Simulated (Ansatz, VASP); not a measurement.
## ZrS2 in VASP and in Ansatz

```
CELL_PARAMETERS angstrom
3.63511 0.00000 0.00000
-1.81755 3.14810 0.00000
0.00000 0.00000 5.72040
ATOMIC_POSITIONS crystal
Zr 0.00000 0.00000 0.00000
S 0.66667 0.33333 0.74473
S 0.33333 0.66667 0.25527
```

Alike in both runs: task single point; functional PBE0; k mesh 6 × 6 × 4; no spin polarisation.

```csv
,VASP,Ansatz
version,VASP 6.6.1,Ansatz 0.2.0
potentials or method,"VASP PAW PBE potentials, release 64 (Zr_sv, S), cutoff 400 eV","scalar-relativistic, plane waves, PAW"
occupations,"gaussian, width 0.01 eV",fixed
valence electrons in the cell,24,24
```

```tsv
	VASP	Ansatz	Ansatz less VASP
gap on the k mesh at the Fermi level (eV)	2.11	2.10	-0.017
least direct gap on the mesh (eV)	2.98	2.95	-0.024
```
